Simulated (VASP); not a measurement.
# SbS3 (Pm-3m) in VASP: a series of runs

SbS3 is run at these levels: PBE; tasks: single point, relaxation of cell and atoms.

All numbers are computed with VASP 6.6.1; they aren't measurements. Logs are shortened: lines on timing, memory, paths and dates and some standing lists are left out, and cuts for length are marked.

## Step 1: The cell of the first run

Symmetry: Pm-3m, No. 221, cubic system. Conventional cell: a = 4.232 Å, b = 4.232 Å, c = 4.232 Å, α = 90.00°, β = 90.00°, γ = 90.00°. Sb (site symmetry m-3m) has 12 S at 2.99 Å within 3.9 Å. S (site symmetry 4/mmm) has 4 Sb at 2.99 Å and 8 S at 2.99 Å within 3.9 Å.

## Step 2: Single point, PBE

Contents of INCAR:

```
SYSTEM = SbS3
  PREC = Accurate
  ENCUT = 520
  EDIFF = 1E-7
  ISMEAR = 0
  SIGMA = 0.1
  LREAL = .FALSE.
  LASPH = .TRUE.
  NELM = 80
  ALGO = Normal
  ISIF = 2
  LWAVE = .FALSE.
  LCHARG = .TRUE.
  GGA = PE
  LELF = .TRUE.
  LVHAR = .TRUE.
  NBANDS = 20
```

Contents of KPOINTS:

```
Automatic mesh
0
G
  12 12 12
  0 0 0
```

Contents of POSCAR:

```
SbS3
1.0
    4.2317870558      0.0000000000      0.0000000000
    0.0000000000      4.2317870558      0.0000000000
    0.0000000000      0.0000000000      4.2317870558
Sb S
1 3
Direct
    0.0000000000      0.0000000000      0.0000000000
    0.0000000000      0.5000000000      0.5000000000
    0.5000000000      0.0000000000      0.5000000000
    0.5000000000      0.5000000000      0.0000000000
```

Potentials or basis: VASP PAW PBE potentials, release 64 (Sb, S).

Command:

```
$ cat potpaw_PBE.64/Sb/POTCAR potpaw_PBE.64/S/POTCAR > POTCAR
$ mpirun -np 1 vasp_std > vasp.out
```

OUTCAR:

```text
SYSTEM = SbS3
   PREC = Accurate
   ENCUT = 520
   EDIFF = 1E-7
   ISMEAR = 0
   LREAL = .FALSE.
   LASPH = .TRUE.
   NELM = 80
   ISIF = 2
   GGA = PE

 ion  position               nearest neighbor table
   1  0.000  0.000  0.000-   2 2.99   3 2.99   4 2.99   2 2.99   3 2.99   2 2.99   4 2.99   2 2.99
                             3 2.99   4 2.99   3 2.99   4 2.99
   2  0.000  0.500  0.500-   1 2.99   1 2.99   1 2.99   1 2.99
   3  0.500  0.000  0.500-   1 2.99   1 2.99   1 2.99   1 2.99
   4  0.500  0.500  0.000-   1 2.99   1 2.99   1 2.99   1 2.99

  LATTYP: Found a simple cubic cell.
 ALAT       =     4.2317870558

  Lattice vectors:

 A1 = (   4.2317870558,   0.0000000000,   0.0000000000)
 A2 = (   0.0000000000,   4.2317870558,   0.0000000000)
 A3 = (   0.0000000000,   0.0000000000,   4.2317870558)

Analysis of symmetry for initial positions (statically):
=====================================================================
 Subroutine PRICEL returns:
 Original cell was already a primitive cell.

 Routine SETGRP: Setting up the symmetry group for a
 simple cubic supercell.

 Subroutine GETGRP returns: Found 48 space group operations
 (whereof 48 operations were pure point group operations)
 out of a pool of 48 trial point group operations.

The static configuration has the point symmetry O_h .

Analysis of symmetry for dynamics (positions and initial velocities):
=====================================================================
 Subroutine PRICEL returns:
 Original cell was already a primitive cell.

 Routine SETGRP: Setting up the symmetry group for a
 simple cubic supercell.

 Subroutine GETGRP returns: Found 48 space group operations
 (whereof 48 operations were pure point group operations)
 out of a pool of 48 trial point group operations.

The dynamic configuration has the point symmetry O_h .

 Subroutine INISYM returns: Found 48 space group operations
 (whereof 48 operations are pure point group operations),
 and found     1 'primitive' translations

----------------------------------------------------------------------------------------

                                     Primitive cell

  volume of cell :      75.7829

  direct lattice vectors                    reciprocal lattice vectors
     4.231787056  0.000000000  0.000000000     0.236306786  0.000000000  0.000000000
     0.000000000  4.231787056  0.000000000     0.000000000  0.236306786  0.000000000
     0.000000000  0.000000000  4.231787056     0.000000000  0.000000000  0.236306786

  length of vectors
     4.231787056  4.231787056  4.231787056     0.236306786  0.236306786  0.236306786

  position of ions in fractional coordinates (direct lattice)
     0.000000000  0.000000000  0.000000000
     0.000000000  0.500000000  0.500000000
     0.500000000  0.000000000  0.500000000
     0.500000000  0.500000000  0.000000000

  ion indices of the primitive-cell ions
   primitive index   ion index
                 1           1
                 2           2
                 3           3
                 4           4

----------------------------------------------------------------------------------------

 KPOINTS: Automatic mesh

Automatic generation of k-mesh.
 Grid dimensions read from file:
 generate k-points for:   12   12   12

 Generating k-lattice:

  Cartesian coordinates                     Fractional coordinates (reciprocal lattice)
     0.019692232  0.000000000  0.000000000     0.083333333  0.000000000  0.000000000
     0.000000000  0.019692232  0.000000000     0.000000000  0.083333333  0.000000000
     0.000000000  0.000000000  0.019692232     0.000000000  0.000000000  0.083333333

  Length of vectors
     0.019692232  0.019692232  0.019692232

  Shift w.r.t. Gamma in fractional coordinates (k-lattice)
     0.000000000  0.000000000  0.000000000

 Subroutine IBZKPT returns following result:
 ===========================================

 Found     84 irreducible k-points:

 Following reciprocal coordinates:
            Coordinates               Weight
  0.000000  0.000000  0.000000      1.000000
  0.083333  0.000000  0.000000      6.000000
  0.166667  0.000000  0.000000      6.000000
  0.250000  0.000000  0.000000      6.000000
  0.333333  0.000000  0.000000      6.000000
  0.416667  0.000000  0.000000      6.000000
[... 16 lines left out ...]
  0.333333  0.333333  0.000000     12.000000
  0.416667  0.333333  0.000000     24.000000
 [... further k-points ...]
   k-points           NKPTS =     84   k-points in BZ     NKDIM =     84   number of bands    NBANDS=     20
   number of dos      NEDOS =    301   number of ions     NIONS =      4
   total plane-waves  NPLWV =  32768
   dimension x,y,z NGX =    32 NGY =   32 NGZ =   32
   dimension x,y,z NGXF=    64 NGYF=   64 NGZF=   64
   ions per type =               1   3
   NGX,Y,Z   is equivalent  to a cutoff of  12.57, 12.57, 12.57 a.u.
   NGXF,Y,Z  is equivalent  to a cutoff of  25.14, 25.14, 25.14 a.u.
 SYSTEM =  SbS3
   PREC   = accura    normal or accurate (medium, high low for compatibility)
   ISTART =      0    job   : 0-new  1-cont  2-samecut
   ICHARG =      2    charge: 1-file 2-atom 10-const
   ISPIN  =      1    spin polarized calculation?
   LNONCOLLINEAR =      F non collinear calculations
   LSORBIT =      F    spin-orbit coupling
   LASPH  =      T    aspherical Exc in radial PAW
   ENCUT  =  520.0 eV  38.22 Ry    6.18 a.u.   7.87  7.87  7.87*2*pi/ulx,y,z
   NELM   =     80;   NELMIN=  2; NELMDL= -5     # of ELM steps
   EDIFF  = 0.1E-06   stopping-criterion for ELM
   LREAL  =      F    real-space projection
   EDIFFG = 0.1E-05   stopping-criterion for IOM
   NSW    =      0    number of steps for IOM
   IBRION =     -1    ionic relax: 0-MD 1-quasi-New 2-CG
   NFREE  =      0    steps in history (QN), initial steepest desc. (CG)
   ISIF   =      2    stress and relaxation
   ISYM   =      2    0-nonsym 1-usesym 2-fastsym
   POTIM  = 0.5000    time-step for ionic-motion
   TEBEG  =    0.0;   TEEND  =   0.0 temperature during run
   PSTRESS=    0.0 pullay stress
   NELECT =      23.0000    total number of electrons
   NUPDOWN=      -1.0000    fix difference up-down
   EMIN   =  10.00;   EMAX   =-10.00  energy-range for DOS
   EFERMI =   0.00;   METHOD = LEGACY
   ISMEAR =     0;   SIGMA  =   0.10  broadening in eV -4-tet -1-fermi 0-gaus
   EFERMI_NEDOS =   21; number of points for ismear=-14 and -15
   IALGO  =     38    algorithm
   IMIX   =      4    mixing-type and parameters
     AMIX     =   0.40;   BMIX     =  1.00
     AMIX_MAG =   1.60;   BMIX_MAG =  1.00
  volume/ion in A,a.u.               =      18.95       127.85
  Fermi-wavevector in a.u.,A,eV,Ry     =   1.100171  2.079022 16.468177  1.210377
  Thomas-Fermi vector in A             =   2.236578
   LORBIT       =      0    0 simple, 1 ext, 2 COOP (PROOUT), +10 PAW based schemes
   GGA     = PE    functional components
   LHFCALC =     F    Hartree Fock is set to
   AEXX    =    0.0000 exact exchange contribution
   IVDW    =     0    specifies the selected vdW correction
   LEPSILON=     F    determine dielectric tensor
   LRPA    =     F    only Hartree local field effects (RPA)
 non-spin polarized calculation
 Gauss-broadening in eV      SIGMA  =   0.10
  energy-cutoff  :      520.00
  volume of cell :       75.78
 maximum number of plane-waves:      2064
 NGX is ok and might be reduce to    32
   NGX = 15   NGY = 15   NGZ = 15

 number of electron      23.0000012 magnetization

 Free energy of the ion-electron system (eV)
  ---------------------------------------------------
  ext. energy  EPLUGINS =         0.00000000
  ---------------------------------------------------
  free energy    TOTEN  =       -13.48476158 eV

  energy without entropy =      -13.46325899  energy(sigma->0) =      -13.47401029

 E-fermi :   7.4423     XC(G=0): -10.7143

 val. band max:        7.4393850832   @ k =   0.2500   0.0833   0.0833
 cond. band min:       7.4451756741   @ k =   0.4167   0.3333   0.0000
 fundamental gap:      0.0057905910
 Fermi energy:         7.4422995421

 k-point     1 :       0.0000    0.0000    0.0000
  band No.  band energies     occupation
      1      -7.9635      2.00000
      2      -3.7163      2.00000
      3      -3.7163      2.00000
      4      -0.0760      2.00000
      5       1.7779      2.00000
      6       1.7779      2.00000
[... 12 lines left out ...]
     19      13.3537      0.00000
     20      13.3537      0.00000

 k-point     2 :       0.0833    0.0000    0.0000
  band No.  band energies     occupation
      1      -7.9160      2.00000
      2      -3.8262      2.00000
      3      -3.7080      2.00000
      4      -0.2640      2.00000
      5       1.8294      2.00000
      6       1.8294      2.00000
[... 12 lines left out ...]
     19      13.4038      0.00000
     20      13.7146      0.00000

 k-point     3 :       0.1667    0.0000    0.0000
  band No.  band energies     occupation
      1      -7.7743      2.00000
      2      -4.1416      2.00000
      3      -3.6850      2.00000
      4      -0.5588      2.00000
      5       1.9831      2.00000
      6       1.9831      2.00000
[... 12 lines left out ...]
     19      13.5538      0.00000
     20      14.5591      0.00000

 k-point     4 :       0.2500    0.0000    0.0000
  band No.  band energies     occupation
      1      -7.5413      2.00000
      2      -4.6117      2.00000
      3      -3.6531      2.00000
      4      -0.7548      2.00000
      5       2.2366      2.00000
      6       2.2366      2.00000
[... 12 lines left out ...]
     19      13.8732      0.00000
     20      15.5176      0.00000

 k-point     5 :       0.3333    0.0000    0.0000
  band No.  band energies     occupation
      1      -7.2231      2.00000
      2      -5.1588      2.00000
      3      -3.6205      2.00000
      4      -0.8475      2.00000
      5       2.5857      2.00000
      6       2.5857      2.00000
[... 12 lines left out ...]
     19      14.8729      0.00000
     20      16.5015      0.00000
[... 353 lines left out ...]
      6       3.2813      2.00000
[... 12 lines left out ...]
     19      16.4715      0.00000
     20      17.0127      0.00000

 k-point    22 :       0.5000    0.2500    0.0000
  band No.  band energies     occupation
      1      -6.1875      2.00000
      2      -5.7401      2.00000
      3      -4.1046      2.00000
      4      -1.7481      2.00000
      5       3.0802      2.00000
      6       3.2347      2.00000
[... 12 lines left out ...]
     19      16.6669      0.00000
     20      17.1437      0.00000

 k-point    23 :       0.3333    0.3333    0.0000
  band No.  band energies     occupation
      1      -6.5374      2.00000
      2      -4.9828      2.00000
      3      -4.4361      2.00000
      4      -1.8995      2.00000
      5       3.1436      2.00000
      6       3.3646      2.00000
[... 12 lines left out ...]
     19      16.9213      0.00000
     20      17.1693      0.00000

 k-point    24 :       0.4167    0.3333    0.0000
  band No.  band energies     occupation
      1      -6.1893      2.00000
      2      -5.2656      2.00000
      3      -4.4745      2.00000
      4      -2.1152      2.00000
      5       3.0888      2.00000
      6       3.4615      2.00000
[... 12 lines left out ...]
     19      17.3102      0.00000
     20      17.5366      0.00000

 [... further k-points ...]
[... 5 lines left out ...]
  --------------------------------------------------------------------------------------
  -------------------------------------------------------------------------------------
  Total       -0.1495927     -0.1495927     -0.1495927      0.0000000     -0.0000000      0.0000000
  in kB       -3.1626395     -3.1626395     -3.1626395      0.0000000     -0.0000000      0.0000000
  external PRESSURE =      -3.1626395 kB  Pullay stress =       0.0000000 kB

 VOLUME and BASIS-vectors are now :
 -----------------------------------------------------------------------------
  energy-cutoff  :      520.00
  volume of cell :       75.78
      direct lattice vectors                 reciprocal lattice vectors
     4.231787056  0.000000000  0.000000000     0.236306786  0.000000000  0.000000000
     0.000000000  4.231787056  0.000000000     0.000000000  0.236306786  0.000000000
     0.000000000  0.000000000  4.231787056     0.000000000  0.000000000  0.236306786

 POSITION                                       TOTAL-FORCE (eV/Angst)
 -----------------------------------------------------------------------------------
      0.00000      0.00000      0.00000         0.000000      0.000000      0.000000
      0.00000      2.11589      2.11589         0.000000      0.000000      0.000000
      2.11589      0.00000      2.11589         0.000000      0.000000      0.000000
      2.11589      2.11589      0.00000         0.000000      0.000000      0.000000
 -----------------------------------------------------------------------------------
    total drift:                                0.000000     -0.000000     -0.000000

  FREE ENERGIE OF THE ION-ELECTRON SYSTEM (eV)
  ---------------------------------------------------
  free  energy   TOTEN  =       -13.4847615807 eV

  energy  without entropy=      -13.4632589932  energy(sigma->0) =      -13.47401029
```

Wall time 1.8 min (1 thread of Intel Xeon 8259CL, shared host); peak memory 0.25 GiB.

What came out:

| Quantity | Value |
| --- | --- |
| Free energy | -13.4848 eV |
| Pressure | -0.3 GPa |
| Band gap on the k mesh | zero (an odd number of electrons rules out a gap without spin polarisation) |

Caveat: spin-orbit coupling is left out, which moves the levels of the heavy elements.

## Step 3: Relaxation of cell and atoms, PBE

This run uses another cell than the first one, of 19.14 Å³/atom.

Contents of INCAR:

```
SYSTEM = SbS3
PREC = Accurate
ENCUT = 600
EDIFF = 1E-6
ISMEAR = 0
SIGMA = 0.1
LREAL = .False.
LASPH = .True.
NELM = 80
ALGO = Normal
ISIF = 3
LWAVE = .False.
LCHARG = .False.
GGA = PE
IBRION = 2
NSW = 100
EDIFFG = -0.01
```

Contents of KPOINTS:

```
Automatic mesh
0
Gamma
  12 12 12
  0 0 0
```

Contents of POSCAR:

```
SbS3
1.0
    4.2460965894      0.0000000000      0.0000000000
    0.0000000000      4.2460965894      0.0000000000
    0.0000000000      0.0000000000      4.2460965894
Sb S
1 3
Direct
    0.0000000000      0.0000000000      0.0000000000
    0.0000000000      0.5000000000      0.5000000000
    0.5000000000      0.0000000000      0.5000000000
    0.5000000000      0.5000000000      0.0000000000
```

Potentials or basis: VASP PAW PBE potentials, release 64 (Sb, S).

Command:

```
$ cat potpaw_PBE.64/Sb/POTCAR potpaw_PBE.64/S/POTCAR > POTCAR
$ mpirun -np 1 vasp_std > vasp.out
```

Wall time 4.9 min (1 thread of Intel Xeon 8259CL, shared host); peak memory 0.29 GiB.

The run converged. Its results:

* Free energy: -13.4857 eV
* Relaxed volume: 18.87 Å³/atom
* Relaxed cell: a = 4.226 Å, b = 4.226 Å, c = 4.226 Å, α = 90.00°, β = 90.00°, γ = 90.00°
* Space group after relaxing (to 0.1 Å): Pm-3m (No. 221)
* Energy gained by relaxing: 0.8 meV/atom
* Ionic steps: 3
* Pressure after relaxing: 0.0 GPa
* Band gap on the k mesh: zero (an odd number of electrons rules out a gap without spin polarisation)

Step by step:
| step | energy change (eV) | largest force (eV/Å) | pressure (GPa) | volume (Å³) |
| --- | --- | --- | --- | --- |
| 1 | 0.0000 | 0.0000 | -1.01 | 76.55 |
| 2 | -0.0032 | 0.0000 | 0.25 | 75.23 |
| 3 | -0.0034 | 0.0000 | 0.00 | 75.49 |

Final structure:
```yaml
crystal:
  lattice:
    - [4.22626, 0.00000, 0.00000]
    - [0.00000, 4.22626, 0.00000]
    - [0.00000, 0.00000, 4.22626]
  atoms:
    - { symbol: Sb, position: [0.00000, 0.00000, 0.00000] }
    - { symbol: S, position: [0.00000, 0.50000, 0.50000] }
    - { symbol: S, position: [0.50000, 0.00000, 0.50000] }
    - { symbol: S, position: [0.50000, 0.50000, 0.00000] }
```

Levels at points of the mesh, in eV from the Fermi level:
```csv
k point,band 8,band 9,band 10,band 11,band 12,band 13,band 14,band 15
"(0.00, 0.00, 0.00)",-1.32,-1.32,-1.32,0.07,0.07,0.07,4.46,4.46
"(0.50, 0.00, 0.00)",-3.80,-2.57,-1.87,-0.38,0.10,0.25,0.25,2.35
"(0.50, 0.50, 0.00)",-2.60,-2.60,-2.54,-2.28,-0.62,0.85,1.13,3.51
"(0.50, 0.50, 0.50)",-6.26,0.90,0.90,0.90,1.27,1.27,4.72,4.72
```

Caveat: spin-orbit coupling is left out, which moves the levels of the heavy elements.
